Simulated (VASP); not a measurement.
Set up this calculation in VASP 6.6.1, as the native input.

- Task: relaxation of shape and atoms at fixed volume
- Functional: PBEsol
- Potentials or basis: VASP PAW PBE potentials, release 64 (Al, Cu)
- Cutoff: 600 eV
- k mesh: 16 × 16 × 6
- Occupations: gaussian, width 0.1 eV
- Spin: no spin polarisation
- Dipole correction: no
- Further INCAR settings: ALGO = Fast; EDIFF = 1e-06; IBRION = 2; EDIFFG = -0.01; NSW = 50; ISIF = 4

The structure of Al3Cu lies in POSCAR:

```
Al3Cu
1.0
    2.7239221315      0.0000000000      0.0000000000
    0.0000000000      2.7239221315      0.0000000000
    0.0000000000      0.0000000000      7.4423752366
Al Cu
3 1
Direct
    0.0000000000      0.0000000000      0.5000000000
    0.5000000000      0.5000000000      0.2220810403
    0.5000000000      0.5000000000      0.7779189597
    0.0000000000      0.0000000000      0.0000000000
```

This cell differs from its parent crystal: volume scaled by 0.94.

The input as run:

INCAR

```
SYSTEM = Al3Cu
PREC = Accurate ; ENCUT = 600
EDIFF = 1E-6 ; ISMEAR = 0
SIGMA = 0.1 ; LREAL = .False.
LASPH = .True. ; NELM = 60
ALGO = Fast ; ISIF = 4
LWAVE = .False. ; LCHARG = .False.
GGA = PS ; IBRION = 2
NSW = 50 ; EDIFFG = -0.01
```

KPOINTS

```
Automatic mesh
0
Gamma
  16 16 6
  0 0 0
```

Potentials or basis: VASP PAW PBE potentials, release 64 (Al, Cu).

Command:

```bash
$ cat potpaw_PBE.64/Al/POTCAR potpaw_PBE.64/Cu/POTCAR > POTCAR
$ mpirun -np 1 vasp_std > vasp.out
```

Results of the run:

| Quantity | Value |
| --- | --- |
| Energy gained by relaxing | 0.3 meV/atom |
| Ionic steps | 3 |
| Pressure after relaxing | 7.4 GPa |
| Band gap on the k mesh | zero (band 10 reaches 13.50 eV, above the bottom of band 11 at 7.22 eV) |

Caveat: the PAW data sets were made with another functional, which shifts forces and pressure a little.

Run time: 4.2 min on 1 thread of Intel Xeon 6975P-C, with other jobs on the host, peak memory 0.33 GiB.
